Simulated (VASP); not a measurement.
# Pt in VASP: relaxation of the atoms with PBE

Aim: the relaxation of the atoms of Pt with PBE.

Everything below comes from runs of VASP 6.6.1. Logs are shortened: lines on timing, memory, paths and dates and some standing lists are left out, and cuts for length are marked.

### Step 1. The cell of the first run

The cell holds a slab with vacuum, 5 atoms: a = 2.807 Å, b = 2.807 Å, c = 24.169 Å, α = 90.00°, β = 90.00°, γ = 120.00°.

### Step 2. Relaxation of the atoms, PBE

Contents of INCAR:

```
PREC = Accurate ; ENCUT = 520
EDIFF = 1E-7 ; ISMEAR = 0
SIGMA = 0.1 ; LREAL = F
LASPH = T ; NELM = 80
ALGO = Normal ; ISIF = 2
LWAVE = F ; LCHARG = F
LDIPOL = T ; IDIPOL = 3
DIPOL = 0.5 0.5 0.500 ; GGA = PE
IBRION = 2 ; NSW = 80
EDIFFG = -0.02
```

Contents of KPOINTS:

```
regular mesh
0
Gamma
  12 12 1
```

Contents of POSCAR:

```
Pt
1.0
    2.8072917799      0.0000000000      0.0000000000
   -1.4036458899      2.4311859972      0.0000000000
    0.0000000000      0.0000000000     24.1685765598
Pt
5
Direct
    0.6666666667      0.3333333333      0.3103203030
    0.3333333333      0.6666666667      0.4051601515
    0.0000000000      0.0000000000      0.5000000000
    0.6666666667      0.3333333333      0.5948398485
    0.3333333333      0.6666666667      0.6896796970
```

Potentials or basis: VASP PAW PBE potentials, release 64 (Pt).

The run is started by

```
$ cat potpaw_PBE.64/Pt/POTCAR > POTCAR
$ mpirun -np 1 vasp_std > vasp.out
```

OUTCAR:

```text
PREC = Accurate
   ENCUT = 520
   EDIFF = 1E-7
   ISMEAR = 0
   LREAL = F
   LASPH = T
   NELM = 80
   ISIF = 2
   GGA = PE
   IBRION = 2
   NSW = 80
   EDIFFG = -0.02

 ion  position               nearest neighbor table
   1  0.667  0.333  0.310-   2 2.81   2 2.81   2 2.81
   2  0.333  0.667  0.405-   3 2.81   1 2.81   1 2.81   3 2.81   3 2.81   1 2.81
   3  0.000  0.000  0.500-   2 2.81   4 2.81   2 2.81   4 2.81   4 2.81   2 2.81
   4  0.667  0.333  0.595-   3 2.81   5 2.81   5 2.81   3 2.81   3 2.81   5 2.81
   5  0.333  0.667  0.690-   4 2.81   4 2.81   4 2.81

  LATTYP: Found a hexagonal cell.
 ALAT       =     2.8072917799
 C/A-ratio  =     8.6092143086

  Lattice vectors:

 A1 = (   2.8072917799,   0.0000000000,   0.0000000000)
 A2 = (  -1.4036458899,   2.4311859972,   0.0000000000)
 A3 = (   0.0000000000,   0.0000000000,  24.1685765598)

Analysis of symmetry for initial positions (statically):
=====================================================================
 Subroutine PRICEL returns:
 Original cell was already a primitive cell.

 Routine SETGRP: Setting up the symmetry group for a
 hexagonal supercell.

 Subroutine GETGRP returns: Found 12 space group operations
 (whereof 12 operations were pure point group operations)
 out of a pool of 24 trial point group operations.

The static configuration has the point symmetry D_3d.

Analysis of symmetry for dynamics (positions and initial velocities):
=====================================================================
 Subroutine PRICEL returns:
 Original cell was already a primitive cell.

 Routine SETGRP: Setting up the symmetry group for a
 hexagonal supercell.

 Subroutine GETGRP returns: Found 12 space group operations
 (whereof 12 operations were pure point group operations)
 out of a pool of 24 trial point group operations.

The dynamic configuration has the point symmetry D_3d.

 Subroutine INISYM returns: Found 12 space group operations
 (whereof 12 operations are pure point group operations),
 and found     1 'primitive' translations

----------------------------------------------------------------------------------------

                                     Primitive cell

  volume of cell :     164.9517

  direct lattice vectors                    reciprocal lattice vectors
     2.807291780  0.000000000  0.000000000     0.356215199  0.205660941  0.000000000
    -1.403645890  2.431185997  0.000000000     0.000000000  0.411321882  0.000000000
     0.000000000  0.000000000 24.168576560     0.000000000  0.000000000  0.041376040

  length of vectors
     2.807291780  2.807291780 24.168576560     0.411321882  0.411321882  0.041376040

  position of ions in fractional coordinates (direct lattice)
     0.666666667  0.333333333  0.310320303
     0.333333333  0.666666667  0.405160151
     0.000000000  0.000000000  0.500000000
     0.666666667  0.333333333  0.594839849
     0.333333333  0.666666667  0.689679697

  ion indices of the primitive-cell ions
   primitive index   ion index
                 1           1
                 2           2
                 3           3
                 4           4
                 5           5

----------------------------------------------------------------------------------------

 KPOINTS: regular mesh

Automatic generation of k-mesh.
 Grid dimensions read from file:
 generate k-points for:   12   12    1

 Generating k-lattice:

  Cartesian coordinates                     Fractional coordinates (reciprocal lattice)
     0.029684600  0.017138412  0.000000000     0.083333333  0.000000000  0.000000000
     0.000000000  0.034276824  0.000000000     0.000000000  0.083333333  0.000000000
     0.000000000  0.000000000  0.041376040     0.000000000  0.000000000  1.000000000

  Length of vectors
     0.034276824  0.034276824  0.041376040

  Shift w.r.t. Gamma in fractional coordinates (k-lattice)
     0.000000000  0.000000000  0.000000000

 Subroutine IBZKPT returns following result:
 ===========================================

 Found     19 irreducible k-points:

 Following reciprocal coordinates:
            Coordinates               Weight
  0.000000  0.000000  0.000000      1.000000
  0.083333  0.000000  0.000000      6.000000
  0.166667  0.000000  0.000000      6.000000
  0.250000  0.000000  0.000000      6.000000
  0.333333  0.000000  0.000000      6.000000
  0.416667  0.000000  0.000000      6.000000
[... 11 lines left out ...]
  0.333333  0.250000  0.000000     12.000000
  0.333333  0.333333  0.000000      2.000000
   k-points           NKPTS =     19   k-points in BZ     NKDIM =     19   number of bands    NBANDS=     30
   number of dos      NEDOS =    301   number of ions     NIONS =      5
   total plane-waves  NPLWV = 103680
   dimension x,y,z NGX =    24 NGY =   24 NGZ =  180
   dimension x,y,z NGXF=    48 NGYF=   48 NGZF=  360
   ions per type =               5
   NGX,Y,Z   is equivalent  to a cutoff of  14.21, 14.21, 12.38 a.u.
   NGXF,Y,Z  is equivalent  to a cutoff of  28.43, 28.43, 24.76 a.u.
 SYSTEM =  unknown system
   PREC   = accura    normal or accurate (medium, high low for compatibility)
   ISTART =      0    job   : 0-new  1-cont  2-samecut
   ICHARG =      2    charge: 1-file 2-atom 10-const
   ISPIN  =      1    spin polarized calculation?
   LNONCOLLINEAR =      F non collinear calculations
   LSORBIT =      F    spin-orbit coupling
   LASPH  =      T    aspherical Exc in radial PAW
   ENCUT  =  520.0 eV  38.22 Ry    6.18 a.u.   5.22  5.22 44.94*2*pi/ulx,y,z
   NELM   =     80;   NELMIN=  2; NELMDL= -5     # of ELM steps
   EDIFF  = 0.1E-06   stopping-criterion for ELM
   LREAL  =      F    real-space projection
   EDIFFG = -.2E-01   stopping-criterion for IOM
   NSW    =     80    number of steps for IOM
   IBRION =      2    ionic relax: 0-MD 1-quasi-New 2-CG
   NFREE  =      1    steps in history (QN), initial steepest desc. (CG)
   ISIF   =      2    stress and relaxation
   ISYM   =      2    0-nonsym 1-usesym 2-fastsym
   POTIM  = 0.5000    time-step for ionic-motion
   TEBEG  =    0.0;   TEEND  =   0.0 temperature during run
   PSTRESS=    0.0 pullay stress
   NELECT =      50.0000    total number of electrons
   NUPDOWN=      -1.0000    fix difference up-down
   EMIN   =  10.00;   EMAX   =-10.00  energy-range for DOS
   EFERMI =   0.00;   METHOD = LEGACY
   ISMEAR =     0;   SIGMA  =   0.10  broadening in eV -4-tet -1-fermi 0-gaus
   EFERMI_NEDOS =   21; number of points for ismear=-14 and -15
   IALGO  =     38    algorithm
   IMIX   =      4    mixing-type and parameters
     AMIX     =   0.40;   BMIX     =  1.00
     AMIX_MAG =   1.60;   BMIX_MAG =  1.00
  volume/ion in A,a.u.               =      32.99       222.63
  Fermi-wavevector in a.u.,A,eV,Ry     =   1.099713  2.078156 16.454450  1.209368
  Thomas-Fermi vector in A             =   2.236112
   LORBIT       =      0    0 simple, 1 ext, 2 COOP (PROOUT), +10 PAW based schemes
   GGA     = PE    functional components
   LHFCALC =     F    Hartree Fock is set to
   AEXX    =    0.0000 exact exchange contribution
   IVDW    =     0    specifies the selected vdW correction
   LEPSILON=     F    determine dielectric tensor
   LRPA    =     F    only Hartree local field effects (RPA)
 conjugate gradient relaxation of ions
 non-spin polarized calculation
 Gauss-broadening in eV      SIGMA  =   0.10
  energy-cutoff  :      520.00
  volume of cell :      164.95
 maximum number of plane-waves:      4479
 NGX is ok and might be reduce to    24
   NGX = 11   NGY = 11   NGZ = 89

--------------------------------------- Ionic step        1  -------------------------------------------

 number of electron      49.9999995 magnetization

 Free energy of the ion-electron system (eV)
  ---------------------------------------------------
  ext. energy  EPLUGINS =         0.00000000
  ---------------------------------------------------
  free energy    TOTEN  =       -29.24899011 eV

  energy without entropy =      -29.19226994  energy(sigma->0) =      -29.22063003

------------------------ aborting loop because EDIFF is reached ----------------------------------------

  FORCE on cell =-STRESS in cart. coord.  units (eV):
  Direction    XX          YY          ZZ          XY          YZ          ZX
  --------------------------------------------------------------------------------------
  -------------------------------------------------------------------------------------
  Total       -4.3473204     -4.3473204     -0.3881311     -0.0000000      0.0000000      0.0000000
  in kB      -42.2255598    -42.2255598     -3.7699204     -0.0000000      0.0000000      0.0000000
  external PRESSURE =     -29.4070133 kB  Pullay stress =       0.0000000 kB
[... 143 lines left out ...]
--------------------------------------- Ionic step        5  -------------------------------------------

 number of electron      49.9999995 magnetization

 dipolmoment           0.000000      0.000000      0.000000 electrons x Angstroem

------------------------ aborting loop because EDIFF is reached ----------------------------------------

  FORCE on cell =-STRESS in cart. coord.  units (eV):
  Direction    XX          YY          ZZ          XY          YZ          ZX
  --------------------------------------------------------------------------------------
  -------------------------------------------------------------------------------------
  Total       -4.2213649     -4.2213649     -0.3537469     -0.0000000      0.0000000      0.0000000
  in kB      -41.0021537    -41.0021537     -3.4359462     -0.0000000      0.0000000      0.0000000
  external PRESSURE =     -28.4800845 kB  Pullay stress =       0.0000000 kB
[... 26 lines left out ...]
--------------------------------------- Ionic step        6  -------------------------------------------

 number of electron      49.9999995 magnetization

 dipolmoment           0.000000      0.000000     -0.000000 electrons x Angstroem

 Free energy of the ion-electron system (eV)
  ---------------------------------------------------
  ext. energy  EPLUGINS =         0.00000000
  ---------------------------------------------------
  free energy    TOTEN  =       -29.25540496 eV

  energy without entropy =      -29.20063600  energy(sigma->0) =      -29.22802048

 E-fermi :   1.9895     XC(G=0):  -7.0026

 val. band max:        1.9839242125   @ k =   0.4167   0.1667   0.0000
 cond. band min:       1.9899275127   @ k =   0.5000   0.0000   0.0000
 fundamental gap:      0.0060033002
 Fermi energy:         1.9895336767

 k-point     1 :       0.0000    0.0000    0.0000
  band No.  band energies     occupation
      1      -7.5433      2.00000
      2      -6.4883      2.00000
      3      -5.4500      2.00000
      4      -4.8136      2.00000
      5      -4.7556      2.00000
      6      -1.7267      2.00000
[... 616 lines left out ...]
     29       7.3383      0.00000
     30       7.3383      0.00000

------------------------ aborting loop because EDIFF is reached ----------------------------------------

 vacuum level on the upper side and lower side of the slab       (xc-potential included)        -0.006        -0.006

  FORCE on cell =-STRESS in cart. coord.  units (eV):
  Direction    XX          YY          ZZ          XY          YZ          ZX
  --------------------------------------------------------------------------------------
  -------------------------------------------------------------------------------------
  Total       -3.9438440     -3.9438440      0.0590550     -0.0000000      0.0000000      0.0000000
  in kB      -38.3065908    -38.3065908      0.5736016     -0.0000000      0.0000000      0.0000000
  external PRESSURE =     -25.3465267 kB  Pullay stress =       0.0000000 kB
[... 20 lines left out ...]
  FREE ENERGIE OF THE ION-ELECTRON SYSTEM (eV)
  ---------------------------------------------------
  free  energy   TOTEN  =       -29.2554049600 eV

  energy  without entropy=      -29.2006359982  energy(sigma->0) =      -29.22802048

 reached required accuracy - stopping structural energy minimisation

 vacuum level on the upper side and lower side of the slab         7.666         7.666
```

Run time: 8.4 min. Hardware: 1 thread of Intel Xeon Platinum 8559C (Emerald Rapids), shared host; peak memory 0.34 GiB.

Results:

| Property | Result |
| --- | --- |
| Free energy | -29.2554 eV |
| Energy gained by relaxing | 1.3 meV/atom |
| Ionic steps | 6 |
| Largest force after relaxing | 0.009 eV/Å |
| Band gap on the k mesh | zero (bands 25 and 26 overlap by 1.45 eV) |

Forces in eV/Å, atoms in the order of the input:
```
Pt   0.000  0.000 -0.009
Pt   0.000  0.000 -0.008
Pt   0.000  0.000  0.000
Pt   0.000  0.000  0.008
Pt   0.000  0.000  0.009
```

The path:
| step | energy change (eV) | largest force (eV/Å) | pressure (GPa) |
| --- | --- | --- | --- |
| 1 | 0.0000 | 0.2542 | -2.94 |
| 2 | -0.0046 | 0.0925 | -3.02 |
| 3 | -0.0051 | 0.0515 | -3.05 |
| 4 | -0.0054 | 0.0451 | -3.00 |
| 5 | -0.0061 | 0.0270 | -2.85 |
| 6 | -0.0064 | 0.0093 | -2.53 |

Final structure:
```yaml
crystal:
  lattice:
    - [2.80729, 0.00000, 0.00000]
    - [-1.40365, 2.43119, 0.00000]
    - [0.00000, 0.00000, 24.16858]
  atoms:
    - { symbol: Pt, position: [0.66667, 0.33333, 0.31110] }
    - { symbol: Pt, position: [0.33333, 0.66667, 0.40654] }
    - { symbol: Pt, position: [0.00000, 0.00000, 0.50000] }
    - { symbol: Pt, position: [0.66667, 0.33333, 0.59346] }
    - { symbol: Pt, position: [0.33333, 0.66667, 0.68890] }
```

Caveat: the highest band is partly filled, so the run has too few bands; spin-orbit coupling is left out, which moves the levels of the heavy elements.
